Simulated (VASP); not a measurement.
Input of a VASP 6.6.1 run:

The input INCAR:

```
PREC     = Accurate       # precision mode
ENCUT    = 520            # plane-wave cutoff, eV
EDIFF    = 1E-6           # SCF threshold, eV
ISMEAR   = 0              # smearing method
SIGMA    = 0.02           # smearing width, eV
LREAL    = F              # projectors in reciprocal space
LASPH    = T              # aspherical terms in the spheres
NELM     = 60             # most SCF steps
ALGO     = Normal         # electronic algorithm
ISIF     = 2              # what is computed and relaxed
LWAVE    = F              # write WAVECAR
LCHARG   = F              # write CHGCAR
LDIPOL   = T            
IDIPOL   = 3            
DIPOL    = 0.5 0.5 0.292
GGA      = PE             # functional
NBANDS   = 19             # bands
```

File KPOINTS:

```
regular mesh
0
Gamma
  6 6 1
```

File POSCAR:

```
SrBrCl
1.0
    4.2903293100      0.0000000000      0.0000000000
   -2.1451646550      3.7155341731      0.0000000000
    0.0000000000      0.0000000000     30.9038411200
Sr Br Cl
1 1 1
Direct
    0.0000000000      0.0000000000      0.2950334806
    0.3333333333      0.6666666667      0.2352323293
    0.3333333333      0.6666666667      0.3469067038
```

Potentials or basis: VASP PAW PBE potentials, release 64 (Sr_sv, Br, Cl).

Run with:

```console
$ cat potpaw_PBE.64/Sr_sv/POTCAR potpaw_PBE.64/Br/POTCAR potpaw_PBE.64/Cl/POTCAR > POTCAR
$ mpirun -np 1 vasp_std > vasp.out
```

What does it give for the band gap on the k mesh?

4.64 eV, indirect (least direct gap 4.67 eV).

Predict the largest force.

0.042 eV/Å.

Forces on the atoms (eV/Å):
```
Sr   0.000  0.000 -0.024
Br   0.000  0.000 -0.018
Cl   0.000  0.000  0.042
```
